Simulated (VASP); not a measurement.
# LiSi8O16 (a cell with a defect) in VASP: a series of runs

The runs below take LiSi8O16 (a cell with a defect) through single point, with PBE.

Program: VASP 6.6.1. These are calculated values, not measurements. Logs are shortened: lines on timing, memory, paths and dates and some standing lists are left out, and cuts for length are marked.

**1. The cell of the first run**

The cell holds a defect, 25 atoms: a = 8.726 Å, b = 8.726 Å, c = 7.186 Å, α = 65.69°, β = 65.69°, γ = 48.63°.

**2. Single point, PBE**

Input file INCAR:

```
SYSTEM = LiSi8O16
ALGO     = Normal         ! electronic algorithm
EDIFF    = 1E-7           ! SCF threshold, eV
ENCUT    = 520            ! plane-wave cutoff, eV
GGA      = PE             ! functional
ISIF     = 2              ! what is computed and relaxed
ISMEAR   = -1             ! smearing method
LASPH    = .True.         ! aspherical terms in the spheres
LCHARG   = .True.         ! write CHGCAR
LELF     = .True.         ! ELF
LREAL    = Auto         
LVHAR    = .True.       
LWAVE    = .False.        ! write WAVECAR
NBANDS   = 84             ! bands
NELECT   = 130.0        
NELM     = 80             ! most SCF steps
PREC     = Accurate       ! precision mode
SIGMA    = 0.01           ! smearing width, eV
```

Input file KPOINTS:

```
Automatic mesh
0
Gamma
  1 1 1
  0.25 0.25 0.25
```

Input file POSCAR:

```
LiSi8O16
1.0
    0.0000000000      5.0813926900      7.0944098900
    5.0813926900      0.0000000000      7.0944098900
    5.0813926900      5.0813926900      0.0000000000
Si O Li
8 16 1
Direct
    0.2454245352      0.2543447275      0.4562157862
    0.7475009757      0.7548105859      0.9511034280
    0.0744329429      0.6731682082      0.1225071601
    0.5782453780      0.1704463500      0.6223884584
    0.4155459085      0.8317514901      0.3767827395
    0.9119930740      0.3339426891      0.8784763023
   -0.0016214232     -0.0023113915      0.2925751224
    0.4943128942      0.4970135317      0.7997693390
    0.0509578395      0.2692090292      0.6485078812
    0.5883913882      0.7402637285      0.1702514161
    0.4923908783      0.3259022694      0.7660918626
    0.9912430156      0.8257816841      0.2682664123
    0.3933158046      0.2775457715      0.5043867109
    0.8965962356      0.7787962472      0.9986032869
    0.1966440761      0.8810473907      0.3943000181
    0.6918680542      0.3822720249      0.8993797579
    0.0220469344      0.1463762352      0.0690806419
    0.5335022051      0.6343544776      0.5669264256
    0.3819376524      0.0360049314      0.3835426474
    0.8861400989      0.5365453896      0.8761828599
    0.2830001284      0.6398406859      0.9543893794
    0.7856485080      0.1459152305      0.4505127932
    0.1125123857      0.4515914739      0.2758464995
    0.6271803978      0.9481872752      0.7690769735
   -0.1591608651      0.4388761664      0.4325430035
```

Potentials or basis: VASP PAW PBE potentials, release 64 (Si, O, Li_sv).

Run with:

```sh
cat potpaw_PBE.64/Si/POTCAR potpaw_PBE.64/O/POTCAR potpaw_PBE.64/Li_sv/POTCAR > POTCAR
mpirun -np 1 vasp_std > vasp.out
```

OUTCAR:

```text
SYSTEM = LiSi8O16
   EDIFF = 1E-7
   ENCUT = 520
   GGA = PE
   ISIF = 2
   ISMEAR = -1
   LASPH = .True.
   LREAL = Auto
   NELECT = 130.0
   NELM = 80
   PREC = Accurate

 ion  position               nearest neighbor table
   1  0.245  0.254  0.456-  13 1.61  19 1.62   9 1.65  23 1.66  25 2.80   4 3.12   3 3.14
   2  0.748  0.755  0.951-  24 1.62  14 1.62  20 1.63  10 1.64   3 3.11   4 3.11   6 3.13
   3  0.074  0.673  0.123-  14 1.62  21 1.62  12 1.63  23 1.66   2 3.11   7 3.11   8 3.11   1 3.14

   4  0.578  0.170  0.622-  11 1.63  24 1.63  13 1.64  22 1.65   2 3.11   1 3.12   8 3.12   7 3.13

   5  0.416  0.832  0.377-  15 1.62  19 1.62  10 1.63  18 1.66   7 3.14
   6  0.912  0.334  0.878-  20 1.62  16 1.62  17 1.62   9 1.65   7 3.13   8 3.13   2 3.13
   7  0.998  0.998  0.293-  12 1.62  15 1.63  17 1.63  22 1.65   3 3.11   6 3.13   4 3.13   5 3.14

   8  0.494  0.497  0.800-  21 1.61  11 1.62  16 1.62  18 1.67   3 3.11   4 3.12   6 3.13
   9  0.051  0.269  0.649-   1 1.65   6 1.65  25 2.20
  10  0.588  0.740  0.170-   5 1.63   2 1.64
  11  0.492  0.326  0.766-   8 1.62   4 1.63
  12  0.991  0.826  0.268-   7 1.62   3 1.63
  13  0.393  0.278  0.504-   1 1.61   4 1.64
  14  0.897  0.779  0.999-   3 1.62   2 1.62
  15  0.197  0.881  0.394-   5 1.62   7 1.63
  16  0.692  0.382  0.899-   8 1.62   6 1.62
  17  0.022  0.146  0.069-   6 1.62   7 1.63
  18  0.534  0.634  0.567-   5 1.66   8 1.67  25 2.05
  19  0.382  0.036  0.384-   1 1.62   5 1.62
  20  0.886  0.537  0.876-   6 1.62   2 1.63
  21  0.283  0.640  0.954-   8 1.61   3 1.62
  22  0.786  0.146  0.451-   7 1.65   4 1.65
  23  0.113  0.452  0.276-   1 1.66   3 1.66  25 2.22
  24  0.627  0.948  0.769-   2 1.62   4 1.63
  25  0.841  0.439  0.433-  18 2.05   9 2.20  23 2.22   1 2.80

  LATTYP: Found a body centered tetragonal cell.
 ALAT       =     7.1861744579
 C/A-ratio  =     1.9744608015

  Lattice vectors:

 A1 = (  -5.0813926900,   0.0000000000,   7.0944098900)
 A2 = (   5.0813926900,   0.0000000000,   7.0944098900)
 A3 = (   0.0000000000,   5.0813926900,  -7.0944098900)

Analysis of symmetry for initial positions (statically):
=====================================================================
 Subroutine PRICEL returns:
 Original cell was already a primitive cell.

 Routine SETGRP: Setting up the symmetry group for a
 body centered tetragonal supercell.

 Subroutine GETGRP returns: Found  1 space group operations
 (whereof  1 operations were pure point group operations)
 out of a pool of 16 trial point group operations.

The static configuration has the point symmetry C_1 .
[... 143 lines left out ...]
   NFREE  =      0    steps in history (QN), initial steepest desc. (CG)
   ISIF   =      2    stress and relaxation
   ISYM   =      2    0-nonsym 1-usesym 2-fastsym
   POTIM  = 0.5000    time-step for ionic-motion
   TEBEG  =    0.0;   TEEND  =   0.0 temperature during run
   PSTRESS=    0.0 pullay stress
   NELECT =     130.0000    total number of electrons
   NUPDOWN=      -1.0000    fix difference up-down
   EMIN   =  10.00;   EMAX   =-10.00  energy-range for DOS
   EFERMI =   0.00;   METHOD = LEGACY
   ISMEAR =    -1;   SIGMA  =   0.01  broadening in eV -4-tet -1-fermi 0-gaus
   EFERMI_NEDOS =   21; number of points for ismear=-14 and -15
   IALGO  =     38    algorithm
   IMIX   =      4    mixing-type and parameters
     AMIX     =   0.40;   BMIX     =  1.00
     AMIX_MAG =   1.60;   BMIX_MAG =  1.00
  volume/ion in A,a.u.               =      14.65        98.89
  Fermi-wavevector in a.u.,A,eV,Ry     =   1.159005  2.190202 18.276609  1.343293
  Thomas-Fermi vector in A             =   2.295602
   LORBIT       =      0    0 simple, 1 ext, 2 COOP (PROOUT), +10 PAW based schemes
   GGA     = PE    functional components
   LHFCALC =     F    Hartree Fock is set to
   AEXX    =    0.0000 exact exchange contribution
   IVDW    =     0    specifies the selected vdW correction
   LEPSILON=     F    determine dielectric tensor
   LRPA    =     F    only Hartree local field effects (RPA)
 non-spin polarized calculation
  energy-cutoff  :      520.00
  volume of cell :      366.36
 maximum number of plane-waves:      9873
 NGX is ok and might be reduce to    70
   NGX = 33   NGY = 33   NGZ = 27

 number of electron     129.9999997 magnetization

 Free energy of the ion-electron system (eV)
  ---------------------------------------------------
  ext. energy  EPLUGINS =         0.00000000
  ---------------------------------------------------
  free energy    TOTEN  =      -196.08776677 eV

  energy without entropy =     -196.08776677  energy(sigma->0) =     -196.08776677

 E-fermi :   0.2534     XC(G=0):  -8.1973

 val. band max:       -0.1205105613   @ k =  -0.0000  -0.0000  -0.2500
 cond. band min:       5.6827010796   @ k =   0.2500  -0.0000   0.0000
 fundamental gap:      5.8032116410
 Fermi energy:         0.2534060005

 k-point     1 :       0.2500    0.2500    0.2500
  band No.  band energies     occupation
      1     -44.0031      2.00000
      2     -19.2870      2.00000
      3     -18.8069      2.00000
      4     -18.6447      2.00000
      5     -18.6188      2.00000
      6     -18.3844      2.00000
[... 309 lines left out ...]
     76       9.2337      0.00000
     77       9.3727      0.00000
 [bands above 77 left out]

------------------------ aborting loop because EDIFF is reached ----------------------------------------

  FORCE on cell =-STRESS in cart. coord.  units (eV):
  Direction    XX          YY          ZZ          XY          YZ          ZX
  --------------------------------------------------------------------------------------
  -------------------------------------------------------------------------------------
  Total       -8.5719888     -9.8646462     -9.3043445      0.0668108      0.9697196      0.2768802
  in kB      -37.4869742    -43.1400166    -40.6897082      0.2921768      4.2407725      1.2108510
  external PRESSURE =     -40.4388997 kB  Pullay stress =       0.0000000 kB

 VOLUME and BASIS-vectors are now :
 -----------------------------------------------------------------------------
  energy-cutoff  :      520.00
  volume of cell :      366.36
      direct lattice vectors                 reciprocal lattice vectors
     0.000000000  5.081392690  7.094409890    -0.098398221  0.098398221  0.070478025
     5.081392690  0.000000000  7.094409890     0.098398221 -0.098398221  0.070478025
     5.081392690  5.081392690  0.000000000     0.098398221  0.098398221 -0.070478025

 POSITION                                       TOTAL-FORCE (eV/Angst)
 -----------------------------------------------------------------------------------
      3.61064      3.56531      3.54557        -0.009117      0.012655     -0.004417
      8.66842      8.63128     10.65801        -0.013591     -0.001884     -0.002581
      4.04314      1.00073      5.30379         0.021322     -0.022101      0.006468
      4.02870      6.10089      5.31153         0.017247     -0.021931     -0.008103
      6.14104      4.02613      8.84884        -0.013798      0.059027     -0.006143
      6.16078      9.09808      8.83918        -0.014524     -0.005605     -0.004176
[... 17 lines left out ...]
      8.72609      7.09493     11.17630         0.015146      0.004099      0.002236
      4.42802      6.47055      9.07882         0.042218     -0.040905      0.076573
 -----------------------------------------------------------------------------------
    total drift:                                0.003670      0.002940      0.011315

  FREE ENERGIE OF THE ION-ELECTRON SYSTEM (eV)
  ---------------------------------------------------
  free  energy   TOTEN  =      -196.0877667714 eV

  energy  without entropy=     -196.0877667714  energy(sigma->0) =     -196.08776677
```

OSZICAR:

```text
N       E                     dE             d eps       ncg     rms          rms(c)
DAV:   1     0.931051534286E+03    0.93105E+03   -0.65547E+04   672   0.142E+03
DAV:   2    -0.132759147506E+03   -0.10638E+04   -0.10284E+04   844   0.337E+02
DAV:   3    -0.217915280899E+03   -0.85156E+02   -0.84803E+02   832   0.103E+02
DAV:   4    -0.220311388513E+03   -0.23961E+01   -0.23872E+01   968   0.149E+01
DAV:   5    -0.220440288927E+03   -0.12890E+00   -0.12883E+00  1080   0.259E+00    0.400E+01
DAV:   6    -0.196003818120E+03    0.24436E+02   -0.10541E+02   768   0.334E+01    0.185E+01
DAV:   7    -0.196058550301E+03   -0.54732E-01   -0.29207E+00   896   0.525E+00    0.702E+00
DAV:   8    -0.196056154096E+03    0.23962E-02   -0.20131E-01   920   0.191E+00    0.266E+00
DAV:   9    -0.196082790919E+03   -0.26637E-01   -0.84999E-02   776   0.123E+00    0.524E-01
DAV:  10    -0.196086792817E+03   -0.40019E-02   -0.52881E-03  1032   0.264E-01    0.199E-01
DAV:  11    -0.196087682618E+03   -0.88980E-03   -0.94461E-04   768   0.139E-01    0.333E-02
DAV:  12    -0.196087752371E+03   -0.69753E-04   -0.14001E-04   904   0.542E-02    0.266E-02
DAV:  13    -0.196087762211E+03   -0.98396E-05   -0.14773E-05   824   0.198E-02    0.198E-02
DAV:  14    -0.196087766309E+03   -0.40986E-05   -0.68625E-06   768   0.116E-02    0.470E-03
DAV:  15    -0.196087766685E+03   -0.37601E-06   -0.65783E-07   848   0.441E-03    0.117E-03
DAV:  16    -0.196087766771E+03   -0.86100E-07   -0.27259E-07   592   0.238E-03
   1 F= -.19608777E+03 E0= -.19608777E+03  d E =0.000000E+00
```

It took 7.6 min on 1 thread of Intel Xeon Platinum 8488C (Sapphire Rapids), shared host; peak memory 0.57 GiB.

What came out:

| Property | Result |
| --- | --- |
| Free energy | -196.0878 eV |
| Largest force | 0.097 eV/Å |

Forces on the atoms (eV/Å):
```
Si  -0.009  0.013 -0.004
Si  -0.014 -0.002 -0.003
Si   0.021 -0.022  0.006
Si   0.017 -0.022 -0.008
Si  -0.014  0.059 -0.006
Si  -0.015 -0.006 -0.004
Si  -0.002  0.022 -0.006
Si  -0.002  0.016  0.015
O    0.003 -0.004  0.011
O   -0.017  0.000  0.027
O   -0.022  0.000  0.011
O   -0.010  0.006  0.004
O    0.001 -0.007 -0.013
O   -0.012 -0.011 -0.015
O    0.003 -0.016 -0.026
O    0.004  0.017 -0.004
O   -0.001  0.009 -0.005
O    0.005 -0.009 -0.020
O    0.010 -0.013  0.003
O    0.013  0.012 -0.022
O   -0.001 -0.005 -0.014
O   -0.019 -0.007 -0.003
O    0.001  0.007 -0.002
O    0.015  0.004  0.002
Li   0.042 -0.041  0.077
```

Levels at points of the mesh, in eV from the Fermi level:
```csv
k point,band 63,band 64,band 65,band 66,band 67,band 68
"(0.25, 0.25, 0.25)",-0.64,-0.61,-0.44,5.43,7.44,7.82
```

Caveat: the cell carries a net charge on a neutralising background, which shifts energy and pressure; the cell is charged against a uniform background, so pressure and absolute levels hang on convention; the cutoff is under 1.25 times the usual one of these potentials, so pressure, stress and relaxed cells hold a basis-set (Pulay) error.

**3. Single point, PBE**

Input file INCAR:

```
SYSTEM = LiSi8O16
PREC = Accurate
ENCUT = 520
EDIFF = 1E-6
ISMEAR = -1
SIGMA = 0.01
LREAL = Auto
LASPH = .True.
NELM = 100
ALGO = Normal
ISIF = 2
LWAVE = .False.
LCHARG = .False.
GGA = PE
NBANDS = 84
NELECT = 130.0
```

KPOINTS is that of step 2.

Input file POSCAR:

```
LiSi8O16
1.0
    0.0000000000      5.0813926900      7.0944098900
    5.0813926900      0.0000000000      7.0944098900
    5.0813926900      5.0813926900      0.0000000000
Si O Li
8 16 1
Direct
    0.2484026419      0.2573442850      0.4551064585
    0.7506361046      0.7580675319      0.9497487164
    0.0755043490      0.6791725139      0.1246457008
    0.5727317804      0.1777863152      0.6294073520
    0.4146692413      0.8394996238      0.3724793308
    0.9148025332      0.3419369474      0.8705282912
   -0.0074714714      0.0099513112      0.2936174335
    0.4923419964      0.5052416095      0.7990423544
    0.0837564315      0.2437426891      0.6666486706
    0.5977802654      0.7294113046      0.1728570852
    0.4811388129      0.3381341203      0.7695954616
    0.9791579549      0.8484180100      0.2583069261
    0.4051618971      0.2760894085      0.4948964686
    0.9033131909      0.7770519395      0.9960273224
    0.1989023811      0.8854901363      0.3835873378
    0.6982760391      0.3855962095      0.8865601449
   -0.0048789055      0.1842977747      0.0880895578
    0.5234332246      0.6407671991      0.5629002545
    0.3833229561      0.0448224495      0.3682908696
    0.8827962154      0.5513408246      0.8579501783
    0.2862350015      0.6470382521      0.9594248769
    0.7842372466      0.1552545651      0.4616847646
    0.1175928673      0.4606043420      0.2814207740
    0.6185145833      0.9591694206      0.7800212973
   -0.2467229651      0.4329595965      0.3525325399
```

Potentials or basis: VASP PAW PBE potentials, release 64 (Si, O, Li_sv).

Run with:

```sh
cat potpaw_PBE.64/Si/POTCAR potpaw_PBE.64/O/POTCAR potpaw_PBE.64/Li_sv/POTCAR > POTCAR
mpirun -np 1 vasp_std > vasp.out
```

It took 7.2 min on 1 thread of Intel Xeon Platinum 8488C (Sapphire Rapids), shared host; peak memory 0.57 GiB.

The run converged. Its results:

| Property | Result |
| --- | --- |
| Free energy | -196.1184 eV |
| Largest force | 0.034 eV/Å |

Forces on the atoms (eV/Å):
```
Si  -0.019 -0.006  0.003
Si  -0.011 -0.014  0.005
Si   0.027 -0.021  0.004
Si   0.010 -0.014  0.002
Si  -0.014  0.013 -0.007
Si  -0.017  0.024 -0.006
Si   0.022  0.015 -0.010
Si   0.008  0.009  0.002
O    0.005  0.001  0.014
O    0.000 -0.005  0.011
O   -0.001  0.002  0.017
O   -0.009  0.005  0.007
O   -0.006 -0.010 -0.016
O   -0.004  0.001 -0.010
O    0.006  0.000  0.003
O    0.002 -0.002  0.008
O   -0.006 -0.018 -0.005
O    0.002  0.008 -0.011
O    0.010 -0.005  0.004
O    0.001  0.000 -0.010
O   -0.009 -0.005 -0.013
O   -0.011 -0.007 -0.012
O    0.005  0.007  0.006
O    0.008  0.012  0.011
Li   0.000  0.010  0.002
```

Levels at points of the mesh, in eV from the Fermi level:
| k point | band 62 | band 63 | band 64 | band 65 | band 66 | band 67 | band 68 | band 69 |
| --- | --- | --- | --- | --- | --- | --- | --- | --- |
| (0.25, 0.25, 0.25) | -0.71 | -0.62 | -0.59 | -0.43 | 5.47 | 7.48 | 7.76 | 7.99 |

Caveat: the cell carries a net charge on a neutralising background, which shifts energy and pressure; the cell is charged against a uniform background, so pressure and absolute levels hang on convention; the cutoff is under 1.25 times the usual one of these potentials, so pressure, stress and relaxed cells hold a basis-set (Pulay) error.
